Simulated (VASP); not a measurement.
**FeGe: single point with r2SCAN**

Crystal: FeGe.

```xyz
2
Lattice="3.0162 0.0000 0.0000 0.0000 3.0162 0.0000 0.0000 0.0000 3.0162" Properties=species:S:1:pos:R:3 pbc="T T T"
Fe    0.0000    0.0000    0.0000
Ge    1.3975    1.3595    1.3679
```

```
Program             : VASP 6.6.1
Task                : single point
Functional          : r2SCAN
Potentials or basis : VASP PAW PBE potentials, release 64 (Fe, Ge_d)
Cutoff              : 520 eV
k mesh              : 3 × 3 × 3
Occupations         : gaussian, width 0.05 eV
Spin                : collinear spin, ferromagnetic start
Starting moments    : [4.0, 0.0] μB
```

```
Pressure                                              : -4.8 GPa
Largest force                                         : 0.944 eV/Å
Net moment                                            : 1.93 μB per cell
Site moments                                          : Fe +1.97; Ge -0.01 μB
Valence electrons inside the program's atomic spheres : Fe 7.13; Ge 12.42
```

Forces on the atoms (eV/Å):
```
Fe  -0.461 -0.596 -0.568
Ge   0.461  0.596  0.568
```

Stress tensor (GPa, compression positive):
```
-4.41  2.38  2.29
 2.38 -4.98  3.05
 2.29  3.05 -5.00
```

Levels at points of the mesh, in eV from the Fermi level:
Spin up:
```csv
k point,band 9,band 10,band 11,band 12,band 13,band 14,band 15,band 16
"(0.00, 0.00, 0.00)",-1.72,-1.68,-1.67,3.13,3.19,3.23,8.52,9.11
```
Spin down:
```tsv
k point	band 8	band 9	band 10	band 11	band 12	band 13
(0.00, 0.00, 0.00)	-1.25	0.16	0.40	0.42	3.28	3.34
```

Run time: 79 s on 1 thread of Intel(R) Xeon(R) 6975P-C (Granite Rapids) (shared host), peak memory 0.16 GiB.

Caveat: the k points lie up to 0.69 Å⁻¹ apart; the PAW data sets were made with another functional, which shifts forces and pressure a little.
